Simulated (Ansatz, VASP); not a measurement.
## Two plane-wave programs on SnTe

```xyz
2
Lattice="3.2288 0.0000 0.0000 -1.6144 2.7962 0.0000 0.0000 0.0000 6.8828" Properties=species:S:1:pos:R:3 pbc="T T T"
Sn    0.0000    0.0000    3.4414
Te    0.0000    0.0000    0.0000
```

Alike in both runs: functional PBE; k mesh 6 × 6 × 2; occupations gaussian, width 0.1 eV; no spin polarisation.

Ansatz relaxed the structure, and its values are those at the end. VASP's run is a single point on that final structure, the one shown.

```csv
,VASP,Ansatz
version,VASP 6.6.1,Ansatz 0.2.0
potentials or method,"VASP PAW PBE potentials, release 64 (Sn_d, Te), cutoff 520 eV","scalar-relativistic, plane waves, PAW"
valence electrons in the cell,20,30
```

```csv
,VASP,Ansatz,Ansatz less VASP
gap on the k mesh at the Fermi level (eV),none,none,-
pressure (GPa),-0.1,-0.1,+0.06
```

A gap of «none» marks a metal or a gap that the smearing closes. VASP's potentials hold 20 valence electrons a cell and Ansatz's 30, so a difference there can come from the potentials and not from the codes.

The k mesh is coarse, so the values compare programs but aren't converged. Neither program's run includes spin-orbit coupling.
